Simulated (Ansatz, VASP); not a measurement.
# AlN: VASP beside Ansatz

Contents of POSCAR:

```
AlN
1.0
    0.0000000000      2.2169941698      2.1848764855
    2.2169941698      0.0000000000      2.1848764855
    2.2169941698      2.2169941698      0.0000000000
Al N
1 1
Direct
    0.0000000000      0.0000000000      0.0000000000
    0.7500000000      0.7500000000      0.7500000000
```

INCAR.step1

```
SYSTEM = AlN
ALGO     = Normal         ! electronic algorithm
EDIFF    = 1E-5           ! SCF threshold, eV
ENCUT    = 520            ! plane-wave cutoff, eV
GGA      = PE             ! functional
ISIF     = 2              ! what is computed and relaxed
ISMEAR   = 0              ! smearing method
LASPH    = .TRUE.         ! aspherical terms in the spheres
LREAL    = .FALSE.        ! projectors in reciprocal space
LWAVE    = .TRUE.         ! write WAVECAR
NBANDS   = 11             ! bands
NELM     = 100            ! most SCF steps
PREC     = Accurate       ! precision mode
SIGMA    = 0.01           ! smearing width, eV
```

INCAR.step2

```
SYSTEM = AlN
ALGO     = Normal         ! electronic algorithm
EDIFF    = 1E-6           ! SCF threshold, eV
ENCUT    = 520            ! plane-wave cutoff, eV
GGA      = PE             ! functional
HFSCREEN = 0.2079         ! screening, 1/A
ISIF     = 2              ! what is computed and relaxed
ISMEAR   = 0              ! smearing method
ISTART   = 1            
LASPH    = .TRUE.         ! aspherical terms in the spheres
LCHARG   = .TRUE.         ! write CHGCAR
LELF     = .TRUE.         ! ELF
LHFCALC  = .TRUE.         ! exact exchange
LREAL    = .FALSE.        ! projectors in reciprocal space
LVHAR    = .TRUE.       
LWAVE    = .FALSE.        ! write WAVECAR
NBANDS   = 11             ! bands
NELM     = 100            ! most SCF steps
PREC     = Accurate       ! precision mode
PRECFOCK = Normal       
SIGMA    = 0.01           ! smearing width, eV
```

File KPOINTS:

```
k-points
0
G
  8 8 8
  0 0 0
```

Input for Ansatz:

```yaml
crystal:
  lattice:
    - [0.0, 2.2169941698, 2.1848764855]
    - [2.2169941698, 0.0, 2.1848764855]
    - [2.2169941698, 2.2169941698, 0.0]
  atoms:
    - { symbol: Al, position: [0.0, 0.0, 0.0] }
    - { symbol: "N", position: [0.75, 0.75, 0.75] }
kpoints:
  mp_grid: { grid: [8, 8, 8] }
  band_path:
    path:
      - [0.0, 0.0, 0.0]
      - [-0.5, -0.5, 0.0]
      - [-0.375, -0.375, 0.25]
      - [-0.375, 0.0, 0.375]
      - [0.0, 0.0, 0.5]
      - [-0.5, -0.25, 0.25]
    npoints: 1
hamiltonian:
  xc: hse06
scf:
  occupations: { method: fixed }
  n_extra_bands: 4
output:
  forces: true
  stress: true
  eigenvalues: true
```

Change from the starting cell: biaxial_xy strain +1.5%.

Alike in both runs: task single point; functional HSE06; k mesh 8 × 8 × 8; no spin polarisation.

|  | VASP | Ansatz |
| --- | --- | --- |
| version | VASP 6.6.1 | Ansatz 0.2.0 |
| potentials or method | VASP PAW PBE potentials, release 64 (Al, N) | plane waves, PAW |
| plane-wave cutoff (eV) | 520 | 420 |
| occupations | gaussian, width 0.01 eV | fixed |
| valence electrons in the cell | 8 | 8 |

|  | VASP | Ansatz | Ansatz less VASP |
| --- | --- | --- | --- |
| gap on the k mesh at the Fermi level (eV) | 4.44 | 4.44 | 0.000 |
| pressure (GPa) | -6.6 | -6.4 | +0.18 |
| traceless stress, the component that is largest in VASP (GPa) | 1.37 | 1.36 | -0.009 |

Ansatz's warnings: stress exchange threshold loose, stress scf threshold loose.
